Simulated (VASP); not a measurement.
# Al4Co (Cm) in VASP: notebook

Al4Co is run at these levels: PBE; tasks: single point.

Everything below comes from runs of VASP 6.6.1. Logs are shortened: lines on timing, memory, paths and dates and some standing lists are left out, and cuts for length are marked.

## 1. The cell of the first run

It takes space group Cm (No. 8, monoclinic). The conventional cell has a = 5.753 Å, b = 6.814 Å, c = 4.474 Å, α = 90.00°, β = 103.75°, γ = 90.00°. Al (site symmetry 1) has 2 Co at 2.30 to 2.34 Å and 8 Al at 2.87 to 2.96 Å within 3.0 Å. Within 3.0 Å of Al (site symmetry m) lie 2 Co at 2.31 to 2.33 Å and 8 Al at 2.91 to 2.95 Å. Within 3.1 Å of Al (site symmetry m) lie 1 Co at 2.33 Å and 6 Al at 2.90 to 2.96 Å. Co (site symmetry m) has 7 Al at 2.30 to 2.34 Å within 3.0 Å.

## 2. Single point, PBE

Input file INCAR:

```
SYSTEM = Al4Co
PREC     = Accurate       ! precision mode
ENCUT    = 520            ! plane-wave cutoff, eV
EDIFF    = 1E-6           ! SCF threshold, eV
ISMEAR   = 0              ! smearing method
SIGMA    = 0.1            ! smearing width, eV
LREAL    = .FALSE.        ! projectors in reciprocal space
LASPH    = .TRUE.         ! aspherical terms in the spheres
NELM     = 80             ! most SCF steps
ALGO     = Fast           ! electronic algorithm
ISIF     = 2              ! what is computed and relaxed
LWAVE    = .FALSE.        ! write WAVECAR
LCHARG   = .FALSE.        ! write CHGCAR
GGA      = PE             ! functional
NBANDS   = 18             ! bands
```

Input file KPOINTS:

```
regular mesh
0
G
  4 4 4
  0 0 0
```

Input file POSCAR:

```
Al4Co
1.0
    2.8765233802     -3.4071733343      0.0000000000
    2.8765233802      3.4071733343      0.0000000000
   -1.0633136203      0.0000000000      4.3462194633
Al Co
4 1
Direct
    0.0400378963      0.4605947743      0.0301310752
    0.4605947743      0.0400378963      0.0301310752
    0.0292588612      0.0292588612      0.4562323030
    0.5500965262      0.5500965262      0.5643124806
    0.9188018277      0.9188018277      0.9192091012
```

Potentials or basis: VASP PAW PBE potentials, release 64 (Al, Co).

Started as:

```console
$ cat potpaw_PBE.64/Al/POTCAR potpaw_PBE.64/Co/POTCAR > POTCAR
$ mpirun -np 1 vasp_std > vasp.out
```

OUTCAR:

```text
SYSTEM = Al4Co
   PREC = Accurate
   ENCUT = 520
   EDIFF = 1E-6
   ISMEAR = 0
   LREAL = .FALSE.
   LASPH = .TRUE.
   NELM = 80
   ISIF = 2
   GGA = PE

 ion  position               nearest neighbor table
   1  0.040  0.461  0.030-   5 2.30   5 2.34   2 2.87   4 2.90   3 2.91   2 2.93   2 2.93   3 2.94
                             3 2.95   4 2.96   4 3.33
   2  0.461  0.040  0.030-   5 2.30   5 2.34   1 2.87   4 2.90   3 2.91   1 2.93   1 2.93   3 2.94
                             3 2.95   4 2.96   4 3.33
   3  0.029  0.029  0.456-   5 2.31   5 2.33   1 2.91   2 2.91   4 2.91   4 2.92   1 2.94   2 2.94
                             2 2.95   1 2.95
   4  0.550  0.550  0.564-   5 2.33   2 2.90   1 2.90   3 2.91   3 2.92   1 2.96   2 2.96   2 3.33
                             1 3.33
   5  0.919  0.919  0.919-   1 2.30   2 2.30   3 2.31   4 2.33   3 2.33   1 2.34   2 2.34

  LATTYP: Found a base centered monoclinic cell.
 ALAT       =     5.7530467604
 B/A-ratio  =     1.1844761484
 C/A-ratio  =     0.7777444972
 COS(beta)  =    -0.2376438206

  Lattice vectors:

 A1 = (   2.8765233802,  -3.4071733343,   0.0000000000)
 A2 = (   2.8765233802,   3.4071733343,   0.0000000000)
 A3 = (  -1.0633136203,   0.0000000000,   4.3462194633)

Analysis of symmetry for initial positions (statically):
=====================================================================
 Subroutine PRICEL returns:
 Original cell was already a primitive cell.

 Routine SETGRP: Setting up the symmetry group for a
 base centered monoclinic supercell.

 Subroutine GETGRP returns: Found  2 space group operations
 (whereof  2 operations were pure point group operations)
 out of a pool of  4 trial point group operations.

The static configuration has the point symmetry C_1h.

Analysis of symmetry for dynamics (positions and initial velocities):
=====================================================================
 Subroutine PRICEL returns:
 Original cell was already a primitive cell.

 Routine SETGRP: Setting up the symmetry group for a
 base centered monoclinic supercell.

 Subroutine GETGRP returns: Found  2 space group operations
 (whereof  2 operations were pure point group operations)
 out of a pool of  4 trial point group operations.

The dynamic configuration has the point symmetry C_1h.

 Subroutine INISYM returns: Found  2 space group operations
 (whereof  2 operations are pure point group operations),
 and found     1 'primitive' translations

----------------------------------------------------------------------------------------

                                     Primitive cell

  volume of cell :      85.1930

  direct lattice vectors                    reciprocal lattice vectors
     2.876523380 -3.407173334  0.000000000     0.173820941 -0.146749211  0.042525734
     2.876523380  3.407173334  0.000000000     0.173820941  0.146749211  0.042525734
    -1.063313620  0.000000000  4.346219463     0.000000000  0.000000000  0.230085022

  length of vectors
     4.459060090  4.459060090  4.474400460     0.231424909  0.231424909  0.230085022

  position of ions in fractional coordinates (direct lattice)
     0.040037896  0.460594774  0.030131075
     0.460594774  0.040037896  0.030131075
     0.029258861  0.029258861  0.456232303
     0.550096526  0.550096526  0.564312481
     0.918801828  0.918801828  0.919209101

  ion indices of the primitive-cell ions
   primitive index   ion index
                 1           1
                 2           2
                 3           3
                 4           4
                 5           5

----------------------------------------------------------------------------------------

 KPOINTS: regular mesh

Automatic generation of k-mesh.
 Grid dimensions read from file:
 generate k-points for:    4    4    4

 Generating k-lattice:

  Cartesian coordinates                     Fractional coordinates (reciprocal lattice)
     0.043455235 -0.036687303  0.010631434     0.250000000  0.000000000 -0.000000000
     0.043455235  0.036687303  0.010631434     0.000000000  0.250000000 -0.000000000
     0.000000000  0.000000000  0.057521255     0.000000000  0.000000000  0.250000000

  Length of vectors
     0.057856227  0.057856227  0.057521255

  Shift w.r.t. Gamma in fractional coordinates (k-lattice)
     0.000000000  0.000000000  0.000000000

 Subroutine IBZKPT returns following result:
 ===========================================

 Found     24 irreducible k-points:

 Following reciprocal coordinates:
            Coordinates               Weight
  0.000000  0.000000  0.000000      1.000000
  0.250000  0.000000  0.000000      4.000000
  0.500000  0.000000  0.000000      2.000000
  0.250000  0.250000  0.000000      2.000000
  0.500000  0.250000  0.000000      4.000000
 -0.250000  0.250000  0.000000      2.000000
[... 16 lines left out ...]
 -0.250000  0.250000  0.500000      2.000000
  0.500000  0.500000  0.500000      1.000000
   k-points           NKPTS =     24   k-points in BZ     NKDIM =     24   number of bands    NBANDS=     18
   number of dos      NEDOS =    301   number of ions     NIONS =      5
   total plane-waves  NPLWV =  46656
   dimension x,y,z NGX =    36 NGY =   36 NGZ =   36
   dimension x,y,z NGXF=    72 NGYF=   72 NGZF=   72
   ions per type =               4   1
   NGX,Y,Z   is equivalent  to a cutoff of  13.42, 13.42, 13.38 a.u.
   NGXF,Y,Z  is equivalent  to a cutoff of  26.84, 26.84, 26.75 a.u.
 SYSTEM =  Al4Co
   PREC   = accura    normal or accurate (medium, high low for compatibility)
   ISTART =      0    job   : 0-new  1-cont  2-samecut
   ICHARG =      2    charge: 1-file 2-atom 10-const
   ISPIN  =      1    spin polarized calculation?
   LNONCOLLINEAR =      F non collinear calculations
   LSORBIT =      F    spin-orbit coupling
   LASPH  =      T    aspherical Exc in radial PAW
   ENCUT  =  520.0 eV  38.22 Ry    6.18 a.u.   8.29  8.29  8.32*2*pi/ulx,y,z
   NELM   =     80;   NELMIN=  2; NELMDL= -5     # of ELM steps
   EDIFF  = 0.1E-05   stopping-criterion for ELM
   LREAL  =      F    real-space projection
   EDIFFG = 0.1E-04   stopping-criterion for IOM
   NSW    =      0    number of steps for IOM
   IBRION =     -1    ionic relax: 0-MD 1-quasi-New 2-CG
   NFREE  =      0    steps in history (QN), initial steepest desc. (CG)
   ISIF   =      2    stress and relaxation
   ISYM   =      2    0-nonsym 1-usesym 2-fastsym
   POTIM  = 0.5000    time-step for ionic-motion
   TEBEG  =    0.0;   TEEND  =   0.0 temperature during run
   PSTRESS=    0.0 pullay stress
   NELECT =      21.0000    total number of electrons
   NUPDOWN=      -1.0000    fix difference up-down
   EMIN   =  10.00;   EMAX   =-10.00  energy-range for DOS
   EFERMI =   0.00;   METHOD = LEGACY
   ISMEAR =     0;   SIGMA  =   0.10  broadening in eV -4-tet -1-fermi 0-gaus
   EFERMI_NEDOS =   21; number of points for ismear=-14 and -15
   IALGO  =     68    algorithm
   IMIX   =      4    mixing-type and parameters
     AMIX     =   0.40;   BMIX     =  1.00
     AMIX_MAG =   1.60;   BMIX_MAG =  1.00
  volume/ion in A,a.u.               =      17.04       114.98
  Fermi-wavevector in a.u.,A,eV,Ry     =   1.026471  1.939749 14.335678  1.053643
  Thomas-Fermi vector in A             =   2.160365
   LORBIT       =      0    0 simple, 1 ext, 2 COOP (PROOUT), +10 PAW based schemes
   GGA     = PE    functional components
   LHFCALC =     F    Hartree Fock is set to
   AEXX    =    0.0000 exact exchange contribution
   IVDW    =     0    specifies the selected vdW correction
   LEPSILON=     F    determine dielectric tensor
   LRPA    =     F    only Hartree local field effects (RPA)
 non-spin polarized calculation
 RMM-DIIS sequential band-by-band and
 Gauss-broadening in eV      SIGMA  =   0.10
  energy-cutoff  :      520.00
  volume of cell :       85.19
 maximum number of plane-waves:      2307
 NGX is ok and might be reduce to    36
   NGX = 17   NGY = 17   NGZ = 17

 number of electron      21.0000005 magnetization

 Free energy of the ion-electron system (eV)
  ---------------------------------------------------
  ext. energy  EPLUGINS =         0.00000000
  ---------------------------------------------------
  free energy    TOTEN  =       -22.47552442 eV

  energy without entropy =      -22.46207953  energy(sigma->0) =      -22.46880197

 E-fermi :   7.1988     XC(G=0): -10.1078

 val. band max:        7.1753658821   @ k =  -0.2500  -0.0000   0.2500
 cond. band min:       7.2721192575   @ k =  -0.2500   0.5000   0.2500
 fundamental gap:      0.0967533754
 Fermi energy:         7.1988461591

 k-point     1 :       0.0000    0.0000    0.0000
  band No.  band energies     occupation
      1      -3.0072      2.00000
      2       3.3238      2.00000
      3       3.3902      2.00000
      4       3.8758      2.00000
      5       4.3888      2.00000
      6       4.4870      2.00000
[... 10 lines left out ...]
     17      11.5386      0.00000
     18      11.6804      0.00000

 k-point     2 :       0.2500    0.0000    0.0000
  band No.  band energies     occupation
      1      -2.5187      2.00000
      2       1.3188      2.00000
      3       3.4106      2.00000
      4       3.7883      2.00000
      5       4.3988      2.00000
      6       4.4948      2.00000
[... 10 lines left out ...]
     17      11.8068      0.00000
     18      12.0406      0.00000

 k-point     3 :       0.5000    0.0000    0.0000
  band No.  band energies     occupation
      1      -1.3431      2.00000
      2      -0.7089      2.00000
      3       3.5251      2.00000
      4       4.0111      2.00000
      5       4.4112      2.00000
      6       4.4620      2.00000
[... 412 lines left out ...]
 k-point    23 :      -0.2500    0.2500    0.5000
  band No.  band energies     occupation
      1      -0.5961      2.00000
      2      -0.0035      2.00000
      3       2.4359      2.00000
      4       2.9422      2.00000
      5       4.0709      2.00000
      6       4.3897      2.00000
[... 10 lines left out ...]
     17      12.8317      0.00000
     18      14.6226      0.00000

 k-point    24 :       0.5000    0.5000    0.5000
  band No.  band energies     occupation
      1       1.2821      2.00000
      2       1.6263      2.00000
      3       1.6266      2.00000
      4       1.9505      2.00000
      5       2.7288      2.00000
      6       2.7818      2.00000
[... 10 lines left out ...]
     17      14.6671      0.00000
     18      15.4961      0.00000

------------------------ aborting loop because EDIFF is reached ----------------------------------------

  FORCE on cell =-STRESS in cart. coord.  units (eV):
  Direction    XX          YY          ZZ          XY          YZ          ZX
  --------------------------------------------------------------------------------------
  -------------------------------------------------------------------------------------
  Total        0.0270778      0.1677829     -0.0970024      0.0000000      0.0000000     -0.2994781
  in kB        0.5092370      3.1554010     -1.8242708      0.0000000      0.0000000     -5.6321201
  external PRESSURE =       0.6134558 kB  Pullay stress =       0.0000000 kB

 VOLUME and BASIS-vectors are now :
 -----------------------------------------------------------------------------
  energy-cutoff  :      520.00
  volume of cell :       85.19
      direct lattice vectors                 reciprocal lattice vectors
     2.876523380 -3.407173334  0.000000000     0.173820941 -0.146749211  0.042525734
     2.876523380  3.407173334  0.000000000     0.173820941  0.146749211  0.042525734
    -1.063313620  0.000000000  4.346219463     0.000000000  0.000000000  0.230085022

 POSITION                                       TOTAL-FORCE (eV/Angst)
 -----------------------------------------------------------------------------------
      1.40804      1.43291      0.13096        -0.005616      0.029928     -0.032498
      1.40804     -1.43291      0.13096        -0.005616     -0.029928     -0.032498
     -0.31679      0.00000      1.98289        -0.060048     -0.000000      0.036293
      2.56469      0.00000      2.45263         0.020833     -0.000000      0.031300
      4.30850      0.00000      3.99508         0.050448     -0.000000     -0.002598
 -----------------------------------------------------------------------------------
    total drift:                               -0.000258     -0.000000     -0.000177

  FREE ENERGIE OF THE ION-ELECTRON SYSTEM (eV)
  ---------------------------------------------------
  free  energy   TOTEN  =       -22.4755244160 eV

  energy  without entropy=      -22.4620795275  energy(sigma->0) =      -22.46880197
```

Wall time 18 s (1 thread of Intel Xeon 6975P-C (Granite Rapids), shared host); peak memory 0.21 GiB.

Results:

```yaml
Free_energy: -22.4755 eV
Pressure: 0.1 GPa
Largest_force: 0.070 eV/Å
Band_gap_on_the_k_mesh: zero (an odd number of electrons rules out a gap without spin polarisation)
```

Forces in eV/Å, atoms in the order of the input:
```
Al  -0.006  0.030 -0.032
Al  -0.006 -0.030 -0.032
Al  -0.060  0.000  0.036
Al   0.021  0.000  0.031
Co   0.050  0.000 -0.003
```

Stress tensor (GPa, compression positive):
```
 0.05  0.00 -0.56
 0.00  0.32  0.00
-0.56  0.00 -0.18
```

Caveat: the k points lie up to 0.36 Å⁻¹ apart, too coarse for converged energies and pressures of a metal; the run has no spin polarisation, though such a crystal can be magnetic. Spin polarisation is off, so any magnetic state and its effect on volume and gap are missing.

## 3. Single point, PBE, collinear spin, ferromagnetic start

Input file INCAR:

```
PREC = Accurate
ENCUT = 520
EDIFF = 1E-6
ISMEAR = 0
SIGMA = 0.1
LREAL = False
LASPH = True
NELM = 150
ALGO = Fast
ISIF = 2
LWAVE = False
LCHARG = False
ISPIN = 2
MAGMOM = 0 0 0 0 3
LORBIT = 11
LMAXMIX = 4
GGA = PE
NBANDS = 22
```

Input file KPOINTS:

```
Automatic mesh
0
Gamma
  4 4 4
```

POSCAR is that of step 2.

Potentials or basis: VASP PAW PBE potentials, release 64 (Al, Co).

Started as:

```console
$ cat potpaw_PBE.64/Al/POTCAR potpaw_PBE.64/Co/POTCAR > POTCAR
$ mpirun -np 1 vasp_std > vasp.out
```

Run time: 42 s. Hardware: 1 thread of Intel Xeon 6975P-C (Granite Rapids), shared host; peak memory 0.27 GiB.

The run converged. Its results:

| Quantity | Value |
| --- | --- |
| Free energy | -22.4755 eV |
| Pressure | 0.1 GPa |
| Largest force | 0.070 eV/Å |
| Net moment | 0.00 μB per cell |
| Valence electrons inside the program's atomic spheres | Al 0.78, 0.77 (each value once); Co 8.71 |

Forces on the atoms (eV/Å):
```
Al  -0.006  0.030 -0.033
Al  -0.006 -0.030 -0.033
Al  -0.060  0.000  0.036
Al   0.021  0.000  0.031
Co   0.051  0.000 -0.002
```

Stress tensor (GPa, compression positive):
```
 0.05  0.00 -0.56
 0.00  0.32  0.00
-0.56  0.00 -0.18
```

Levels at points of the mesh, in eV from the Fermi level:
Spin up:
```tsv
k point	band 6	band 7	band 8	band 9	band 10	band 11	band 12	band 13	band 14	band 15
(0.00, 0.00, 0.00)	-2.71	-2.68	-1.82	-1.51	-1.49	0.37	0.51	1.45	1.49	2.23
(0.50, 0.00, 0.00)	-2.74	-2.24	-1.82	-1.31	-0.27	0.18	0.40	1.13	2.40	2.84
(0.50, 0.50, 0.00)	-2.40	-2.33	-2.09	-1.59	-0.77	0.16	0.78	1.09	1.99	2.45
(0.00, 0.00, 0.50)	-2.70	-2.27	-1.80	-1.28	-0.33	0.21	0.44	1.20	2.32	2.81
(0.50, 0.00, 0.50)	-2.39	-2.30	-2.11	-1.57	-0.84	0.27	0.82	1.11	2.09	2.58
(0.50, 0.50, 0.50)	-4.42	-3.40	-2.13	-2.11	-2.10	-0.76	-0.75	0.18	6.38	6.47
```
Spin down:
| k point | band 8 | band 9 | band 10 | band 11 | band 12 | band 13 |
| --- | --- | --- | --- | --- | --- | --- |
| (0.00, 0.00, 0.00) | -1.82 | -1.51 | -1.49 | 0.37 | 0.51 | 1.45 |
| (0.50, 0.00, 0.00) | -1.82 | -1.31 | -0.27 | 0.18 | 0.40 | 1.12 |
| (0.50, 0.50, 0.00) | -2.09 | -1.59 | -0.77 | 0.16 | 0.78 | 1.09 |
| (0.00, 0.00, 0.50) | -1.80 | -1.28 | -0.33 | 0.21 | 0.44 | 1.20 |
| (0.50, 0.00, 0.50) | -2.11 | -1.57 | -0.84 | 0.27 | 0.82 | 1.11 |
| (0.50, 0.50, 0.50) | -2.13 | -2.11 | -2.10 | -0.76 | -0.75 | 0.18 |

Caveat: the k points lie up to 0.36 Å⁻¹ apart.

(Part 1 of 2 ends here.)
